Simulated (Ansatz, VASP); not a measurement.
## One calculation of MoW2C4, two programs

```
Mo W C
1.0
     2.78914    0.00000    0.00000
    -1.39457    2.41546    0.00000
     0.00000    0.00000   10.63544
Mo W C
1 2 4
Cartesian
  0.0000 0.0000 0.0000
  0.0000 0.0000 2.8520
  0.0000 0.0000 7.7834
  0.0000 1.6103 5.3177
  1.3946 0.8052 5.3177
  0.0000 1.6103 1.4639
  0.0000 1.6103 9.1715
```

Alike in both runs: task single point; functional PBE; k mesh 6 × 6 × 2; occupations gaussian, width 0.1 eV; no spin polarisation.

|  | VASP | Ansatz |
| --- | --- | --- |
| version | VASP 6.6.1 | Ansatz 0.2.0 |
| potentials or method | VASP PAW PBE potentials, release 64 (Mo_sv, W_sv, C), cutoff 600 eV | scalar-relativistic, plane waves, PAW |
| valence electrons in the cell | 58 | 58 |

Ansatz gave:

- gap on the k mesh at the Fermi level (eV): none
- pressure (GPa): -0.1
- traceless stress, the component that is largest in VASP (GPa): 0.51
- rms of the force components (eV/Å): 0.018

Problem. What did VASP give for the same quantities?

Solution. gap on the k mesh at the Fermi level (eV): none; pressure (GPa): 0.5; traceless stress, the component that is largest in VASP (GPa): 0.43; rms of the force components (eV/Å): 0.036.

Atom by atom the forces differ by 0.019 eV/Å (rms over components). A gap of «none» marks a metal or a gap that the smearing closes. The functional is the same, so the differences come from potentials, cutoffs and numerics.

The k mesh is coarse, so the values compare programs but aren't converged. Neither program's run includes spin-orbit coupling.
